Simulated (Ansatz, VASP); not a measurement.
CsBe2 in VASP and in Ansatz

```xyz
3
Lattice="0.0000 3.0959 3.0959 3.0959 0.0000 3.0959 3.0959 3.0959 0.0000" Properties=species:S:1:pos:R:3 pbc="T T T"
Cs    0.0000    0.0000    0.0000
Be    1.5479    1.5479    1.5479
Be    4.6438    4.6438    4.6438
```

Alike in both runs: task single point; functional PBE; k mesh 6 × 6 × 6; occupations gaussian, width 0.1 eV; no spin polarisation.

|  | VASP | Ansatz |
| --- | --- | --- |
| version | VASP 6.6.1 | Ansatz 0.2.0 |
| potentials or method | VASP PAW PBE potentials, release 64 (Cs_sv, Be), cutoff 520 eV | scalar-relativistic, plane waves, PAW |
| valence electrons in the cell | 13 | 13 |

```csv
,VASP,Ansatz,Ansatz less VASP
gap on the k mesh at the Fermi level (eV),none,none,-
pressure (GPa),11.2,11.1,-0.16
```

A gap of «none» marks a metal or a gap that the smearing closes. With one functional, cell and mesh, what is left measures potentials, basis and numerics.

Neither program's run includes spin-orbit coupling.
